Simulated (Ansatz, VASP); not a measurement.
**One calculation of MgO, two programs**

```xyz
2
Lattice="3.0643 -0.0347 -0.0014 -1.5622 2.7059 0.0027 -0.0012 0.0021 2.7328" Properties=species:S:1:pos:R:3 pbc="T T T"
Mg    0.0897    0.0518    0.0000
O    -0.1104    1.7416    1.3677
```

Alike in both runs: task single point; functional PBE; k mesh 12 × 12 × 10; occupations gaussian, width 0.02 eV; no spin polarisation.

```csv
,VASP,Ansatz
version,VASP 6.6.1,Ansatz 0.2.0
potentials or method,"VASP PAW PBE potentials, release 64 (Mg, O), cutoff 520 eV","scalar-relativistic, plane waves, PAW"
valence electrons in the cell,8,16
```

```csv
,VASP,Ansatz,Ansatz less VASP
gap on the k mesh at the Fermi level (eV),2.00,2.03,+0.022
least direct gap on the mesh (eV),2.34,2.36,+0.020
pressure (GPa),-11.7,-11.2,+0.57
"traceless stress, the component that is largest in VASP (GPa)",6.77,6.80,+0.027
rms of the force components (eV/Å),0.166,0.165,-0.0009
```

Atom by atom the forces differ by 0.001 eV/Å (rms over components). VASP's potentials hold 8 valence electrons a cell and Ansatz's 16, so a difference there can come from the potentials and not from the codes. Ansatz's warnings: structure snapped to symmetry.
